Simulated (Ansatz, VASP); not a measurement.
BiSbS4 in VASP and in Ansatz

```xyz
6
Lattice="5.2997 0.0000 0.0000 -2.6499 4.5897 0.0000 0.0000 0.0000 7.5959" Properties=species:S:1:pos:R:3 pbc="T T T"
Sb    0.0000    0.0000    3.7979
Bi    0.0000    0.0000    0.0000
S     0.0000    3.0598    2.6649
S     2.6499    1.5299    2.6649
S     2.6499    1.5299    4.9310
S     0.0000    3.0598    4.9310
```

Alike in both runs: task single point; functional PBE; k mesh 6 × 6 × 2; occupations gaussian, width 0.1 eV; no spin polarisation.

|  | VASP | Ansatz |
| --- | --- | --- |
| version | VASP 6.6.1 | Ansatz 0.2.0 |
| potentials or method | VASP PAW PBE potentials, release 64 (Sb, Bi_d, S), cutoff 520 eV | scalar-relativistic, plane waves, PAW |
| valence electrons in the cell | 44 | 54 |

VASP gave:

| Quantity | Value |
| --- | --- |
| gap on the k mesh at the Fermi level (eV) | none |
| pressure (GPa) | -6.7 |
| traceless stress, the component that is largest in VASP (GPa) | -4.24 |
| rms of the force components (eV/Å) | 0.896 |

Task: Estimate Ansatz's values.

Result: gap on the k mesh at the Fermi level (eV): none; pressure (GPa): -6.6; traceless stress, the component that is largest in VASP (GPa): -4.07; rms of the force components (eV/Å): 0.862.

Atom by atom the forces differ by 0.033 eV/Å (rms over components). A gap of «none» marks a metal or a gap that the smearing closes. VASP's potentials hold 44 valence electrons a cell and Ansatz's 54, so a difference there can come from the potentials and not from the codes.

The k mesh is coarse, so the values compare programs but aren't converged. Neither program's run includes spin-orbit coupling.
